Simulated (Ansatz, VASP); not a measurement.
Re: VASP beside Ansatz

```
CELL_PARAMETERS angstrom
2.37331 0.00000 0.00000
0.00000 2.37331 0.00000
0.00000 0.00000 2.37331
ATOMIC_POSITIONS crystal
Re 0.00000 0.00000 0.00000
```

Change from the starting cell: volume scaled by 0.78, crystal datasets.

Alike in both runs: task single point; functional PBE; k mesh 15 × 15 × 15; occupations fermi-dirac, width 0.08 eV; no spin polarisation.

```csv
,VASP,Ansatz
version,VASP 6.6.1,Ansatz 0.2.0
potentials or method,"VASP PAW PBE potentials, release 64 (Re), cutoff 520 eV","all-electron PAW with datasets made for the crystal, scalar-relativistic"
```

|  | VASP | Ansatz | Ansatz less VASP |
| --- | --- | --- | --- |
| pressure (GPa) | 108.1 | 109.7 | +1.57 |

Both programs put the cell under a high pressure, so it lies far from rest at this level. Ansatz ran all-electron here, and VASP with PAW potentials.

Spin-orbit coupling is off throughout. Noted on VASP's run: the cell as given lies far from equilibrium.
